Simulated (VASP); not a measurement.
SnO2:

```
Sn O
1.0
     4.78800    0.00000    0.00000
     0.00000    4.86658    0.00000
     0.00000    0.00000    3.24090
Sn O
2 4
Direct
  0.50000 0.50000 0.50000
  0.00000 0.00000 0.00000
  0.29185 0.32104 0.00000
  0.79185 0.17896 0.50000
  0.20814 0.82104 0.50000
  0.70815 0.67896 0.00000
```

| Quantity | Value |
| --- | --- |
| Program | VASP 6.6.1 |
| Task | relaxation of cell and atoms |
| Functional | r2SCAN |
| Potentials or basis | VASP PAW PBE potentials, release 64 (Sn_d, O) |
| Cutoff | 600 eV |
| k mesh | 4 × 4 × 6 |
| Occupations | gaussian, width 0.1 eV |
| Spin | no spin polarisation |

At the start: pressure -7.5 GPa; volume 12.59 Å³/atom.

Problem. How do energy, volume and symmetry change on relaxing?

Solution. Over 17 steps the energy falls by 13.9 meV/atom and the volume is 12.12 Å³/atom (-3.7 %); space group Pnnm (No. 58, to 0.1 Å) before, P4_2/mnm (No. 136, to 0.1 Å).

Step by step:
| step | energy change (eV) | largest force (eV/Å) | pressure (GPa) | volume (Å³) |
| --- | --- | --- | --- | --- |
| 1 | 0.0000 | 0.1181 | -7.46 | 75.52 |
| 2 | 0.0617 | 0.3927 | 12.09 | 69.29 |
| 3 | -0.0672 | 0.1490 | -0.17 | 72.81 |
| 4 | -0.0672 | 0.1516 | 0.00 | 72.76 |
| 5 | -0.0707 | 0.0718 | 0.09 | 72.61 |
| 6 | -0.0708 | 0.0795 | 0.11 | 72.58 |
| 7 | -0.0719 | 0.0740 | -0.03 | 72.64 |
| 8 | -0.0745 | 0.0599 | -0.46 | 72.81 |
| 9 | -0.0756 | 0.0541 | -1.36 | 73.14 |
| 10 | -0.0758 | 0.0521 | -1.09 | 73.04 |
| 11 | -0.0762 | 0.0525 | -1.03 | 73.03 |
| 12 | -0.0771 | 0.0553 | -0.84 | 72.97 |
| 13 | -0.0787 | 0.0665 | -0.46 | 72.86 |
| 14 | -0.0802 | 0.1014 | 0.30 | 72.65 |
| 15 | -0.0803 | 0.1116 | 0.49 | 72.59 |
| 16 | -0.0813 | 0.0913 | 0.40 | 72.63 |
| 17 | -0.0832 | 0.0310 | 0.14 | 72.73 |

Final structure:
```
CELL_PARAMETERS angstrom
4.75278 0.00000 0.00000
0.00000 4.76611 0.00000
0.00000 0.00000 3.21070
ATOMIC_POSITIONS crystal
Sn 0.50000 0.50000 0.50000
Sn 0.00000 0.00000 0.00000
O 0.30430 0.30782 0.00000
O 0.80430 0.19218 0.50000
O 0.19570 0.80782 0.50000
O 0.69570 0.69218 0.00000
```

Caveat: the PAW data sets were made with another functional, which shifts forces and pressure a little; the relaxation stopped at a loose force limit of 0.05 eV/Å, so its end isn't a converged minimum.
